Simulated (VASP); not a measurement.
A run of VASP 6.6.1 is set up as follows.

Contents of INCAR:

```
PREC = Accurate ; ENCUT = 500
EDIFF = 1E-7 ; ISMEAR = 0
SIGMA = 0.2 ; LREAL = F
LASPH = T ; NELM = 120
ALGO = Normal ; ISIF = 3
LWAVE = F ; LCHARG = F
GGA = PE ; IBRION = 2
NSW = 36 ; EDIFFG = -0.08
GGA_COMPAT = F ; NELMIN = 4
```

The input KPOINTS:

```
Automatic mesh
0
Gamma
  6 6 6
```

Contents of POSCAR:

```
NbAs
1.0
    2.1159363700      1.2216364300      3.1409800200
   -2.1159363700      1.2216364300      3.1409800200
    0.0000000000     -2.4432728600      3.1409800200
Nb As
1 1
Direct
    0.5000000000      0.5000000000      0.5000000000
    0.0000000000      0.0000000000      0.0000000000
```

Potentials or basis: VASP PAW PBE potentials, release 64 (Nb_sv, As).

Command:

```bash
$ cat potpaw_PBE.64/Nb_sv/POTCAR potpaw_PBE.64/As/POTCAR > POTCAR
$ mpirun -np 1 vasp_std > vasp.out
```

(1) What does it give for the relaxed volume?

(2) What does it give for the relaxed cell?

(3) Predict the space group after relaxing (to 0.05 Å).

Answers

(1) 18.36 Å³/atom.

(2) a = 3.761 Å, b = 3.761 Å, c = 3.761 Å, α = 58.97°, β = 58.97°, γ = 58.97°.

(3) R-3m (No. 166).

Caveat: the volume moved by over 15 % at a fixed basis, so the end points are rough.
